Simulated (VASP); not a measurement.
Cu, 1 atom in the cell. The structure is cubic, space group Fm-3m (No. 225). The conventional cell has a = 3.518 Å, b = 3.518 Å, c = 3.518 Å, α = 90.00°, β = 90.00°, γ = 90.00°. Cu (site symmetry m-3m) has 12 Cu at 2.49 Å within 3.3 Å. 

- Program: VASP 6.6.1
- Task: single point
- Functional: LDA
- Potentials or basis: VASP PAW LDA potentials, release 64 (Cu)
- Cutoff: 520 eV
- k mesh: 20 × 20 × 20
- Occupations: gaussian, width 0.1 eV
- Spin: no spin polarisation
- Dipole correction: no
- Further INCAR settings: ALGO = Normal; EDIFF = 1e-07; NBANDS = 12

Potentials or basis: VASP PAW LDA potentials, release 64 (Cu).

Run with:

```console
$ cat potpaw_LDA.64/Cu/POTCAR > POTCAR
$ mpirun -np 1 vasp_std > vasp.out
```

Hardware: 1 thread of Intel(R) Xeon(R) Platinum 8259CL CPU @ 2.50GHz (Skylake/Cascade Lake), with other jobs on the host.

**Question.** Estimate the wall time of this run.

**Answer.** It took 28 s on 1 thread of Intel(R) Xeon(R) Platinum 8259CL CPU @ 2.50GHz (Skylake/Cascade Lake), with other jobs on the host, peak memory 0.14 GiB. Counts: scf iterations 12, k points 256.
